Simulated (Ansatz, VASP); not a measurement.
# One calculation of Ta2SiO3, two programs

Contents of INCAR:

```
SYSTEM = Ta2SiO3
  ALGO = Normal
  EDIFF = 1E-7
  EDIFFG = -0.04
  ENCUT = 600
  GGA = PE
  IBRION = 2
  ISIF = 3
  ISMEAR = 0
  LASPH = .True.
  LCHARG = .False.
  LREAL = .False.
  LWAVE = .False.
  NELM = 100
  NSW = 90
  PREC = Accurate
  SIGMA = 0.1
```

The input KPOINTS:

```
k-points
0
Gamma
  6 6 4
  0 0 0
```

Contents of POSCAR:

```
Ta2SiO3
1.0
    5.1879465000      0.0000000000      0.0000000000
   -2.5939732500      4.4928934600      0.0000000000
    0.0000000000      0.0000000000      3.7566875100
Ta Si O
2 1 3
Direct
    0.3333333300      0.6666666700      0.5000000000
    0.6666666700      0.3333333300      0.5000000000
    0.0000000000      0.0000000000      0.0000000000
    0.5868512700      0.0000000000      0.0000000000
    0.0000000000      0.5868512700      0.0000000000
    0.4131487300      0.4131487300      0.0000000000
```

Input for Ansatz:

```yaml
crystal:
  lattice:
    - [5.1879465, 0.0, 0.0]
    - [-2.59397325, 4.49289346, 0.0]
    - [0.0, 0.0, 3.75668751]
  atoms:
    - { symbol: Ta, position: [0.33333333, 0.66666667, 0.5] }
    - { symbol: Ta, position: [0.66666667, 0.33333333, 0.5] }
    - { symbol: Si, position: [0.0, 0.0, 0.0] }
    - { symbol: O, position: [0.58685127, 0.0, 0.0] }
    - { symbol: O, position: [0.0, 0.58685127, 0.0] }
    - { symbol: O, position: [0.41314873, 0.41314873, 0.0] }
basis:
  ecutwfc: 420
kpoints:
  mp_grid: { grid: [6, 6, 4] }
hamiltonian:
  xc: pbe
scf:
  occupations: { method: gaussian, width: 0.1 }
  lower_state_search: "off"
output:
  forces: true
  stress: true
  eigenvalues: true
relax:
  adjacent_minimum: "off"
  f_tol: 0.04
  max_steps: 70
  cell: { stress_tol: 0.4 }
```

Alike in both runs: task relaxation of cell and atoms; functional PBE; k mesh 6 × 6 × 4; occupations gaussian, width 0.1 eV; no spin polarisation.

```csv
,VASP,Ansatz
version,VASP 6.6.1,Ansatz 0.2.0
potentials or method,"VASP PAW PBE potentials, release 64 (Ta_pv, Si, O), cutoff 600 eV","scalar-relativistic, plane waves, PAW"
valence electrons in the cell,44,48
```

```tsv
	VASP	Ansatz	Ansatz less VASP
gap on the k mesh at the Fermi level, each at its own relaxed structure (eV)	0.69	0.68	-0.014
relaxed volume (Å³/atom)	11.76	11.75	-0.003
relaxed cell length with the largest relative difference (Å)	3.229	3.218	-0.0107
```

VASP's potentials hold 44 valence electrons a cell and Ansatz's 48, so a difference there can come from the potentials and not from the codes.

Spin-orbit coupling is off throughout. Noted on VASP's run: the volume moved by over 15 % at a fixed basis, so the end points are rough.
